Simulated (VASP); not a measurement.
# Al (P6_3/mmc) in VASP: further runs, part 2 of 2

VASP 6.6.1. Earlier steps stand in the parts before.

## (4) Relaxation of cell and atoms, PBE

This run uses another cell than the first one, of 16.60 Å³/atom.

Contents of INCAR:

```
  PREC = Accurate
  ENCUT = 600
  EDIFF = 1E-6
  ISMEAR = 0
  SIGMA = 0.1
  LREAL = False
  LASPH = True
  NELM = 60
  ALGO = Normal
  ISIF = 3
  LWAVE = False
  LCHARG = False
  GGA = PE
  IBRION = 2
  NSW = 100
  EDIFFG = -0.005
```

Contents of KPOINTS:

```
regular mesh
0
Gamma
  18 18 10
```

Contents of POSCAR:

```
Al
1.0
    2.8635070000      0.0000000000      0.0000000000
   -1.4317530000      2.4798700000      0.0000000000
    0.0000000000      0.0000000000      4.6760870000
Al
2
Direct
    0.0000000000      0.0000000000      0.0000000000
    0.3333333300      0.6666666700      0.5000000000
```

Potentials or basis: VASP PAW PBE potentials, release 64 (Al).

Launch:

```console
cat potpaw_PBE.64/Al/POTCAR > POTCAR
mpirun -np 1 vasp_std > vasp.out
```

OUTCAR:

```text
PREC = Accurate
   ENCUT = 600
   EDIFF = 1E-6
   ISMEAR = 0
   LREAL = False
   LASPH = True
   NELM = 60
   ISIF = 3
   GGA = PE
   IBRION = 2
   NSW = 100
   EDIFFG = -0.005

 ion  position               nearest neighbor table
   1  0.000  0.000  0.000-   2 2.86   2 2.86   2 2.86   2 2.86   2 2.86   2 2.86
   2  0.333  0.667  0.500-   1 2.86   1 2.86   1 2.86   1 2.86   1 2.86   1 2.86

  LATTYP: Found a hexagonal cell.
 ALAT       =     2.8635070000
 C/A-ratio  =     1.6329930397

  Lattice vectors:

 A1 = (   2.8635070000,   0.0000000000,   0.0000000000)
 A2 = (  -1.4317530000,   2.4798700000,   0.0000000000)
 A3 = (   0.0000000000,   0.0000000000,   4.6760870000)

Analysis of symmetry for initial positions (statically):
=====================================================================
 Subroutine PRICEL returns:
 Original cell was already a primitive cell.

 Routine SETGRP: Setting up the symmetry group for a
 hexagonal supercell.

 Subroutine GETGRP returns: Found 24 space group operations
 (whereof 12 operations were pure point group operations)
 out of a pool of 24 trial point group operations.

The static configuration has the point symmetry D_3h.
 The point group associated with its full space group is D_6h.

Analysis of symmetry for dynamics (positions and initial velocities):
=====================================================================
 Subroutine PRICEL returns:
 Original cell was already a primitive cell.

 Routine SETGRP: Setting up the symmetry group for a
 hexagonal supercell.

 Subroutine GETGRP returns: Found 24 space group operations
 (whereof 12 operations were pure point group operations)
 out of a pool of 24 trial point group operations.

The dynamic configuration has the point symmetry D_3h.
[... 130 lines left out ...]
   LRPA    =     F    only Hartree local field effects (RPA)
 conjugate gradient relaxation of ions
 non-spin polarized calculation
 Gauss-broadening in eV      SIGMA  =   0.10
  energy-cutoff  :      600.00
  volume of cell :       33.21
 maximum number of plane-waves:      1132
 NGX is ok and might be reduce to    24
   NGX = 11   NGY = 11   NGZ = 19

--------------------------------------- Ionic step        1  -------------------------------------------

 number of electron       6.0000000 magnetization

 Free energy of the ion-electron system (eV)
  ---------------------------------------------------
  ext. energy  EPLUGINS =         0.00000000
  ---------------------------------------------------
  free energy    TOTEN  =        -7.42514534 eV

  energy without entropy =       -7.41947124  energy(sigma->0) =       -7.42230829

------------------------ aborting loop because EDIFF is reached ----------------------------------------

  FORCE on cell =-STRESS in cart. coord.  units (eV):
  Direction    XX          YY          ZZ          XY          YZ          ZX
  --------------------------------------------------------------------------------------
  -------------------------------------------------------------------------------------
  Total        0.0395154      0.0395154      0.0114108      0.0000000      0.0000000     -0.0000000
  in kB        1.9066333      1.9066336      0.5505753      0.0000004      0.0000000     -0.0000000
  external PRESSURE =       1.4546141 kB  Pullay stress =       0.0000000 kB
[... 131 lines left out ...]
--------------------------------------- Ionic step        5  -------------------------------------------

 number of electron       6.0000000 magnetization

 Free energy of the ion-electron system (eV)
  ---------------------------------------------------
  ext. energy  EPLUGINS =         0.00000000
  ---------------------------------------------------
  free energy    TOTEN  =        -7.42520858 eV

  energy without entropy =       -7.41970798  energy(sigma->0) =       -7.42245828

 E-fermi :   7.9215     XC(G=0): -10.1686

 val. band max:        7.9171287636   @ k =   0.2778   0.0000   0.2000
 cond. band min:       7.9252450021   @ k =   0.2778   0.1111   0.3000
 fundamental gap:      0.0081162384
 Fermi energy:         7.9215378522

 k-point     1 :       0.0000    0.0000    0.0000
  band No.  band energies     occupation
      1      -3.1657      2.00000
      2       3.3749      2.00000
      3       3.5827      2.00000
      4      18.3582      0.00000
      5      18.3582      0.00000
      6      18.8080      0.00000
      7      18.8080      0.00000
[... 221 lines left out ...]
 k-point    24 :       0.3889    0.1111    0.0000
  band No.  band energies     occupation
      1       1.7034      2.00000
      2       4.2412      2.00000
      3       7.9285      0.92108
      4       8.3527      0.00000
      5      10.1928      0.00000
      6      10.5669      0.00000
      7      11.5824      0.00000

 [... further k-points ...]

------------------------ aborting loop because EDIFF is reached ----------------------------------------

  FORCE on cell =-STRESS in cart. coord.  units (eV):
  Direction    XX          YY          ZZ          XY          YZ          ZX
  --------------------------------------------------------------------------------------
  -------------------------------------------------------------------------------------
  Total       -0.0013608     -0.0013608     -0.0019839     -0.0000000     -0.0000000      0.0000000
  in kB       -0.0655258     -0.0655258     -0.0955308     -0.0000000     -0.0000000      0.0000000
  external PRESSURE =      -0.0755275 kB  Pullay stress =       0.0000000 kB
[... 17 lines left out ...]
  FREE ENERGIE OF THE ION-ELECTRON SYSTEM (eV)
  ---------------------------------------------------
  free  energy   TOTEN  =        -7.4252085760 eV

  energy  without entropy=       -7.4197079783  energy(sigma->0) =       -7.42245828

 reached required accuracy - stopping structural energy minimisation
```

Wall time 79 s (1 thread of AMD EPYC 7R13 (Zen 3), shared host); peak memory 0.16 GiB.

Results:

- Free energy: -7.4252 eV
- Relaxed volume: 16.64 Å³/atom
- Relaxed cell: a = 2.869 Å, b = 2.869 Å, c = 4.669 Å, α = 90.00°, β = 90.00°, γ = 120.00°
- Space group after relaxing (to 0.1 Å): P6_3/mmc (No. 194)
- Energy gained by relaxing: 0.0 meV/atom
- Ionic steps: 5
- Pressure after relaxing: 0.0 GPa
- Band gap on the k mesh: zero (bands 3 and 4 overlap by 7.36 eV)

Final structure:
```xyz
2
Lattice="2.8686 0.0000 0.0000 -1.4343 2.4843 0.0000 0.0000 0.0000 4.6689" Properties=species:S:1:pos:R:3 pbc="T T T"
Al   -1.4343    2.4843    0.0000
Al    0.0000    1.6562    2.3344
```

## (5) Overview

```tsv
task	cell	k mesh	cutoff (eV)	gap on the mesh (eV)	pressure (GPa)
single point	a = 2.869, b = 2.869, c = 4.667 Å, angles 90.0, 90.0, 120.0°, 2 atoms, atomic positions A	18 × 18 × 10	520	none	0.0
single point	a = 2.862, b = 2.862, c = 18.632 Å, angles 90.0, 90.0, 120.0°, 8 atoms, atomic positions B	18 × 18 × 3	520	none	0.0
relaxation of cell and atoms	relaxed from a = 2.864, b = 2.864, c = 4.676 Å, angles 90.0, 90.0, 120.0°, 2 atoms, atomic positions A	18 × 18 × 10	600	none	0.0
```

Alike in all rows: level PBE; potentials or basis VASP PAW PBE potentials, release 64 (Al); no spin polarisation; smearing gaussian 0.1 eV.

Absolute energies hang on the potentials; compare differences alone.
